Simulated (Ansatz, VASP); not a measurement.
# In: VASP beside Ansatz

```xyz
2
Lattice="3.3355 0.0000 0.0000 -1.6677 2.8886 0.0000 0.0000 0.0000 5.5091" Properties=species:S:1:pos:R:3 pbc="T T T"
In    1.6677    0.9629    4.1319
In    0.0000    1.9257    1.3773
```

Alike in both runs: functional LDA; k mesh 9 × 9 × 5; occupations fermi-dirac, width 0.05 eV; no spin polarisation.

|  | VASP | Ansatz |
| --- | --- | --- |
| version | VASP 6.6.1 | Ansatz 0.2.0 |
| potentials or method | VASP PAW LDA potentials, release 64 (In_d), cutoff 520 eV | all-electron LAPW, scalar-relativistic |
| task | single point | band structure |

```tsv
	VASP	Ansatz	Ansatz less VASP
gap on the k mesh at the Fermi level (eV)	none	none	-
pressure (GPa)	-2.8	-2.9	-0.01
traceless stress, the component that is largest in VASP (GPa)	0.06	0.12	+0.069
```

LDA's correlation is that of Perdew and Zunger in VASP and of Perdew and Wang (1992) in Ansatz. A gap of «none» marks a metal or a gap that the smearing closes. Ansatz ran all-electron here, and VASP with PAW potentials.
